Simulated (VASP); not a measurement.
## Mg3Cd2Te3: relaxation of cell and atoms with PBE

Crystal: Mg3Cd2Te3.

```
Mg Cd Te
1.0
    -3.18467    3.18467    4.95347
     3.18467   -3.18467    4.95347
     3.18467    3.18467   -4.95347
Mg Cd Te
3 2 3
Direct
  0.50000 0.50000 0.00000
  0.75000 0.25000 0.50000
  0.25000 0.75000 0.50000
  0.28750 0.28750 0.00000
  0.71250 0.71250 0.00000
  0.00000 0.00000 0.00000
  0.50000 0.00000 0.50000
  0.00000 0.50000 0.50000
```

The cell was generated, and may not be a known phase.

| Quantity | Value |
| --- | --- |
| Program | VASP 6.6.1 |
| Task | relaxation of cell and atoms |
| Functional | PBE |
| Potentials or basis | VASP PAW PBE potentials, release 64 (Mg, Cd, Te) |
| Cutoff | 600 eV |
| k mesh | 4 × 4 × 4 |
| Occupations | gaussian, width 0.2 eV |
| Spin | no spin polarisation |
| Dipole correction | no |
| Further INCAR settings | ALGO = Normal; EDIFF = 1e-06; IBRION = 2; EDIFFG = -0.08; NSW = 36; ISIF = 3 |

- Relaxed volume: 28.15 Å³/atom
- Relaxed cell: a = 7.515 Å, b = 7.515 Å, c = 7.515 Å, α = 132.67°, β = 132.67°, γ = 69.17°
- Space group after relaxing (to 0.1 Å): I4/mmm (No. 139)
- Energy gained by relaxing: 722.4 meV/atom
- Ionic steps: 14
- Pressure after relaxing: 0.0 GPa
- Largest force after relaxing: 0.013 eV/Å
- Band gap on the k mesh: zero (bands 24 and 25 overlap by 1.58 eV)

Forces on the atoms (eV/Å):
```
Mg   0.000  0.000  0.000
Mg   0.000  0.000  0.000
Mg   0.000  0.000  0.000
Cd   0.000  0.000 -0.013
Cd   0.000  0.000  0.013
Te   0.000  0.000  0.000
Te   0.000  0.000  0.000
Te   0.000  0.000  0.000
```

Stress tensor (GPa, compression positive):
```
-0.08  0.00  0.00
 0.00 -0.08  0.00
 0.00  0.00  0.30
```

The path:
```tsv
step	energy change (eV)	largest force (eV/Å)	pressure (GPa)	volume (Å³)
1	0.0000	5.9156	15.61	200.96
2	-4.9321	0.2118	-4.45	273.69
3	-5.2621	0.4953	-2.16	246.07
4	-5.2709	0.3826	-2.85	251.57
5	-5.2740	0.4174	-2.61	249.62
6	-5.6048	0.4227	-1.29	234.38
7	-5.7055	0.4177	0.29	223.39
8	-5.7065	0.4153	0.55	222.01
9	-5.7325	0.3420	0.32	223.50
10	-5.7536	0.2307	-0.01	226.35
11	-5.7690	0.1639	-0.16	226.81
12	-5.7758	0.0614	-0.32	227.40
13	-5.7784	0.0101	0.22	224.21
14	-5.7791	0.0132	0.05	225.21
```

Final structure:
```cif
data_structure
_symmetry_space_group_name_H-M 'P 1'
_symmetry_Int_Tables_number 1
_cell_length_a 7.5153
_cell_length_b 7.5153
_cell_length_c 7.5153
_cell_angle_alpha 132.670
_cell_angle_beta 132.670
_cell_angle_gamma 69.173
_cell_volume 225.21
loop_
_atom_site_label
_atom_site_type_symbol
_atom_site_fract_x
_atom_site_fract_y
_atom_site_fract_z
_atom_site_occupancy
Mg1 Mg 0.50000 0.50000 0.00000 1
Mg2 Mg 0.75000 0.25000 0.50000 1
Mg3 Mg 0.25000 0.75000 0.50000 1
Cd1 Cd 0.24976 0.24976 0.00000 1
Cd2 Cd 0.75024 0.75024 0.00000 1
Te1 Te 0.00000 0.00000 0.00000 1
Te2 Te 0.50000 0.00000 0.50000 1
Te3 Te 0.00000 0.50000 0.50000 1
```

Levels at points of the mesh, in eV from the Fermi level:
```tsv
k point	band 20	band 21	band 22	band 23	band 24	band 25	band 26	band 27	band 28	band 29
(0.00, 0.00, 0.00)	-2.86	-2.86	-1.10	-1.10	-0.82	0.04	2.50	2.78	2.81	2.81
(0.50, 0.00, 0.00)	-2.49	-2.05	-1.82	-1.59	-0.02	0.33	0.35	0.97	1.96	2.45
(0.50, 0.50, 0.00)	-2.13	-2.06	-1.85	-1.79	-1.73	-1.43	0.14	1.96	2.47	2.57
(0.50, 0.50, 0.50)	-2.59	-2.01	-1.59	-0.36	-0.25	-0.25	0.40	1.77	2.06	2.06
```

Run time: 18 min on 1 thread of Intel(R) Xeon(R) Platinum 8488C (Sapphire Rapids), on a shared host, peak memory 0.5 GiB.

Caveat: spin-orbit coupling is left out, which moves the levels of the heavy elements.
